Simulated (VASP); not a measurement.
# Al (Fd-3m) in VASP: a series of runs, part 2 of 2

VASP 6.6.1. Earlier steps stand in the parts before.

**5. Single point, PBE**

This run uses another cell than the first one, of 28.16 Å³/atom, 1.063 times its volume.

INCAR reads:

```
SYSTEM = Al
  ALGO = Normal
  EDIFF = 1E-6
  ENCUT = 500
  GGA = PE
  GGA_COMPAT = .FALSE.
  ISIF = 2
  ISMEAR = -1
  LASPH = .TRUE.
  LCHARG = .TRUE.
  LELF = .TRUE.
  LREAL = .FALSE.
  LVHAR = .TRUE.
  LWAVE = .FALSE.
  NBANDS = 10
  NELM = 120
  PREC = Accurate
  SIGMA = 0.06122561905347299
```

KPOINTS reads:

```
k-points
0
G
  11 11 11
  0 0 0
```

POSCAR reads:

```
Al
1.0
    0.0000000000      3.0423407317      3.0423407317
    3.0423407317      0.0000000000      3.0423407317
    3.0423407317      3.0423407317      0.0000000000
Al
2
Direct
    0.0000000000      0.0000000000      0.0000000000
    0.2500000000      0.2500000000      0.2500000000
```

Potentials or basis: VASP PAW PBE potentials, release 64 (Al).

Run with:

```
$ cat potpaw_PBE.64/Al/POTCAR > POTCAR
$ mpirun -np 1 vasp_std > vasp.out
```

OUTCAR:

```text
SYSTEM = Al
   EDIFF = 1E-6
   ENCUT = 500
   GGA = PE
   ISIF = 2
   ISMEAR = -1
   LASPH = .TRUE.
   LREAL = .FALSE.
   NELM = 120
   PREC = Accurate

 ion  position               nearest neighbor table
   1  0.000  0.000  0.000-   2 2.63   2 2.63   2 2.63   2 2.63
   2  0.250  0.250  0.250-   1 2.63   1 2.63   1 2.63   1 2.63

  LATTYP: Found a face centered cubic cell.
 ALAT       =     6.0846814634

  Lattice vectors:

 A1 = (   0.0000000000,   3.0423407317,   3.0423407317)
 A2 = (   3.0423407317,   0.0000000000,   3.0423407317)
 A3 = (   3.0423407317,   3.0423407317,   0.0000000000)

Analysis of symmetry for initial positions (statically):
=====================================================================
 Subroutine PRICEL returns:
 Original cell was already a primitive cell.

 Routine SETGRP: Setting up the symmetry group for a
 face centered cubic supercell.

 Subroutine GETGRP returns: Found 48 space group operations
 (whereof 24 operations were pure point group operations)
 out of a pool of 48 trial point group operations.

The static configuration has the point symmetry T_d .
 The point group associated with its full space group is O_h .

Analysis of symmetry for dynamics (positions and initial velocities):
=====================================================================
 Subroutine PRICEL returns:
 Original cell was already a primitive cell.

 Routine SETGRP: Setting up the symmetry group for a
 face centered cubic supercell.

 Subroutine GETGRP returns: Found 48 space group operations
 (whereof 24 operations were pure point group operations)
 out of a pool of 48 trial point group operations.

The dynamic configuration has the point symmetry T_d .
 The point group associated with its full space group is O_h .

 Subroutine INISYM returns: Found 48 space group operations
 (whereof 24 operations are pure point group operations),
 and found     1 'primitive' translations

[... 119 lines left out ...]
   GGA     = PE    functional components
   LHFCALC =     F    Hartree Fock is set to
   AEXX    =    0.0000 exact exchange contribution
   IVDW    =     0    specifies the selected vdW correction
   LEPSILON=     F    determine dielectric tensor
   LRPA    =     F    only Hartree local field effects (RPA)
 non-spin polarized calculation
  energy-cutoff  :      500.00
  volume of cell :       56.32
 maximum number of plane-waves:      1459
   NGX = 15   NGY = 15   NGZ = 15

 number of electron       6.0000000 magnetization

 Free energy of the ion-electron system (eV)
  ---------------------------------------------------
  ext. energy  EPLUGINS =         0.00000000
  ---------------------------------------------------
  free energy    TOTEN  =        -6.01023764 eV

  energy without entropy =       -5.99185881  energy(sigma->0) =       -6.00104823

 E-fermi :   2.6582     XC(G=0):  -8.0709

 val. band max:        2.6440802144   @ k =  -0.2727   0.3636   0.0909
 cond. band min:       2.7053028708   @ k =  -0.4545   0.2727   0.0909
 fundamental gap:      0.0612226564
 Fermi energy:         2.6581559870

 k-point     1 :       0.0000    0.0000    0.0000
  band No.  band energies     occupation
      1      -5.1101      2.00000
      2       4.7287      0.00000
      3       4.7287      0.00000
      4       4.7287      0.00000
      5       6.5758      0.00000
      6       6.5758      0.00000
      7       6.5758      0.00000
      8       7.6391      0.00000
      9      10.3679      0.00000
     10      10.4978      0.00000
[... 287 lines left out ...]
 k-point    24 :      -0.1818    0.1818    0.0000
  band No.  band energies     occupation
      1      -4.1786      2.00000
      2       1.3841      2.00000
      3       2.3440      1.98824
      4       4.1586      0.00000
      5       6.9289      0.00000
      6       7.5419      0.00000
      7       7.7750      0.00000
      8       9.0415      0.00000
      9       9.0446      0.00000
     10      12.7896      0.00000

 [... further k-points ...]

------------------------ aborting loop because EDIFF is reached ----------------------------------------

  FORCE on cell =-STRESS in cart. coord.  units (eV):
  Direction    XX          YY          ZZ          XY          YZ          ZX
  --------------------------------------------------------------------------------------
  -------------------------------------------------------------------------------------
  Total       -0.2413135     -0.2413135     -0.2413135      0.0000000     -0.0000000      0.0000000
  in kB       -6.8649694     -6.8649694     -6.8649694      0.0000000     -0.0000000      0.0000000
  external PRESSURE =      -6.8649694 kB  Pullay stress =       0.0000000 kB

 VOLUME and BASIS-vectors are now :
 -----------------------------------------------------------------------------
  energy-cutoff  :      500.00
  volume of cell :       56.32
      direct lattice vectors                 reciprocal lattice vectors
     0.000000000  3.042340732  3.042340732    -0.164347141  0.164347141  0.164347141
     3.042340732  0.000000000  3.042340732     0.164347141 -0.164347141  0.164347141
     3.042340732  3.042340732  0.000000000     0.164347141  0.164347141 -0.164347141

 POSITION                                       TOTAL-FORCE (eV/Angst)
 -----------------------------------------------------------------------------------
      0.00000      0.00000      0.00000         0.000000      0.000000      0.000000
      1.52117      1.52117      1.52117        -0.000000     -0.000000     -0.000000
 -----------------------------------------------------------------------------------
    total drift:                               -0.000000      0.000000      0.000000

  FREE ENERGIE OF THE ION-ELECTRON SYSTEM (eV)
  ---------------------------------------------------
  free  energy   TOTEN  =        -6.0102376403 eV

  energy  without entropy=       -5.9918588117  energy(sigma->0) =       -6.00104823
```

Run time: 39 s. Hardware: 1 thread of AMD EPYC 7R13, shared host; peak memory 0.14 GiB.

What came out:

- Free energy: -6.0102 eV
- Pressure: -0.7 GPa
- Band gap on the k mesh: zero (band 3 reaches 4.73 eV, above the bottom of band 4 at 1.67 eV)

Levels at points of the mesh, in eV from the Fermi level:
```
           k point  band 1  band 2  band 3  band 4  band 5  band 6  band 7
(0.00, 0.00, 0.00)   -7.77    2.07    2.07    2.07    3.92    3.92    3.92
```

**6. Single point, PBE**

This run uses another cell than the first one, of 28.16 Å³/atom, 1.063 times its volume.

INCAR reads:

```
  PREC = Accurate
  ENCUT = 500
  EDIFF = 1E-6
  ISMEAR = -1
  SIGMA = 0.06122561905347299
  LREAL = False
  LASPH = True
  NELM = 120
  ALGO = Normal
  ISIF = 2
  LWAVE = False
  LCHARG = False
  GGA = PE
  NBANDS = 10
  GGA_COMPAT = False
```

KPOINTS reads:

```
regular mesh
0
Gamma
  11 11 11
```

POSCAR is that of step 5.

Potentials or basis: VASP PAW PBE potentials, release 64 (Al).

Run with:

```
$ cat potpaw_PBE.64/Al/POTCAR > POTCAR
$ mpirun -np 1 vasp_std > vasp.out
```

Run time: 37 s. Hardware: 1 thread of AMD EPYC 7R13, shared host; peak memory 0.14 GiB.

The run converged. Its results:

- Free energy: -6.0102 eV
- Pressure: -0.7 GPa
- Band gap on the k mesh: zero (band 3 reaches 4.73 eV, above the bottom of band 4 at 1.67 eV)

Levels at points of the mesh, in eV from the Fermi level:
```csv
k point,band 1,band 2,band 3,band 4,band 5,band 6,band 7,band 8
"(0.00, 0.00, 0.00)",-7.77,2.07,2.07,2.07,3.92,3.92,3.92,4.98
```

**7. Overview**

| cell | gap on the mesh (eV) | pressure (GPa) |
| --- | --- | --- |
| a = 4.216 Å, angles 60.0°, 2 atoms | none | 1.7 |
| a = 4.246 Å, angles 60.0°, 2 atoms | none | 0.8 |
| a = 4.274 Å, angles 60.0°, 2 atoms | none | 0.0 |
| a = 4.303 Å, angles 60.0°, 2 atoms | none | -0.7 |

Alike in all rows: task single point; level PBE; potentials or basis VASP PAW PBE potentials, release 64 (Al); no spin polarisation; k mesh 11 × 11 × 11; cutoff (eV) 500; smearing fermi-dirac 0.0612256 eV.

Total energies depend on the potentials used, so only differences within one code and one set of settings carry meaning.
